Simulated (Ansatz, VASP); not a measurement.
HfMoC2: VASP beside Ansatz

```
CELL_PARAMETERS angstrom
3.21256 0.00000 0.00000
0.00000 3.21256 0.00000
0.00000 0.00000 4.51487
ATOMIC_POSITIONS crystal
Hf 0.00000 0.00000 0.00000
Mo 0.50000 0.50000 0.50000
C 0.50000 0.50000 0.00000
C 0.00000 0.00000 0.50000
```

Alike in both runs: task single point; functional LDA; k mesh 8 × 8 × 6; occupations fermi-dirac, width 0.05 eV; no spin polarisation.

|  | VASP | Ansatz |
| --- | --- | --- |
| version | VASP 6.6.1 | Ansatz 0.2.0 |
| potentials or method | VASP PAW LDA potentials, release 64 (Hf_pv, Mo_sv, C) | Ansatz PAW |
| plane-wave cutoff (eV) | 520 | 420 |
| valence electrons in the cell | 32 | 48 |

Ansatz gave:

| Property | Result |
| --- | --- |
| gap on the k mesh at the Fermi level (eV) | none |
| pressure (GPa) | -19.1 |
| traceless stress, the component that is largest in VASP (GPa) | -2.88 |

Q: What did VASP give for the same quantities?

A: gap on the k mesh at the Fermi level (eV): none; pressure (GPa): -18.4; traceless stress, the component that is largest in VASP (GPa): -2.87.

LDA's correlation is that of Perdew and Zunger in VASP and of Perdew and Wang (1992) in Ansatz. A gap of «none» marks a metal or a gap that the smearing closes. VASP's potentials hold 32 valence electrons a cell and Ansatz's 48, so a difference there can come from the potentials and not from the codes.

Spin-orbit coupling is off throughout.
